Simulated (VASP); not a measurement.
Wanted: the native input for a VASP 6.6.1 run.

* Task: single point
* Functional: PBE
* Potentials or basis: VASP PAW PBE potentials, release 64 (B, P)
* Cutoff: 520 eV
* k mesh: 12 × 12 × 6
* Occupations: gaussian, width 0.1 eV
* Spin: no spin polarisation
* Dipole correction: no
* Further INCAR settings: ALGO = Normal; EDIFF = 1e-06; NBANDS = 18

The structure of B2P3 lies in POSCAR:

```
B2P3
1.0
    3.1144161350      0.0000000000      0.0000000000
   -1.5572080675      2.6971634909      0.0000000000
    0.0000000000      0.0000000000      7.5177473330
B P
2 3
Direct
    0.6666666667      0.3333333333      0.7955125801
    0.3333333333      0.6666666667      0.2044874199
    0.6666666667      0.3333333333      0.3129219230
    0.3333333333      0.6666666667      0.6870780770
    0.0000000000      0.0000000000      0.0000000000
```

The cell was built from a structure type or drawn by symmetry, and may not be a known phase.

The input as run:

INCAR

```
SYSTEM = B2P3
PREC     = Accurate       ! precision mode
ENCUT    = 520            ! plane-wave cutoff, eV
EDIFF    = 1E-6           ! SCF threshold, eV
ISMEAR   = 0              ! smearing method
SIGMA    = 0.1            ! smearing width, eV
LREAL    = .False.        ! projectors in reciprocal space
LASPH    = .True.         ! aspherical terms in the spheres
NELM     = 100            ! most SCF steps
ALGO     = Normal         ! electronic algorithm
ISIF     = 2              ! what is computed and relaxed
LWAVE    = .False.        ! write WAVECAR
LCHARG   = .False.        ! write CHGCAR
GGA      = PE             ! functional
NBANDS   = 18             ! bands
```

KPOINTS

```
regular mesh
0
Gamma
  12 12 6
  0 0 0
```

Potentials or basis: VASP PAW PBE potentials, release 64 (B, P).

Run with:

```console
$ cat potpaw_PBE.64/B/POTCAR potpaw_PBE.64/P/POTCAR > POTCAR
$ mpirun -np 1 vasp_std > vasp.out
```

It gave:

```yaml
Pressure: -0.2 GPa
Largest_force: 0.030 eV/Å
Band_gap_on_the_k_mesh: zero (an odd number of electrons rules out a gap without spin polarisation)
```

Wall time 35 s on 1 thread of Intel(R) Xeon(R) 6975P-C (Granite Rapids) (shared host), peak memory 0.23 GiB.
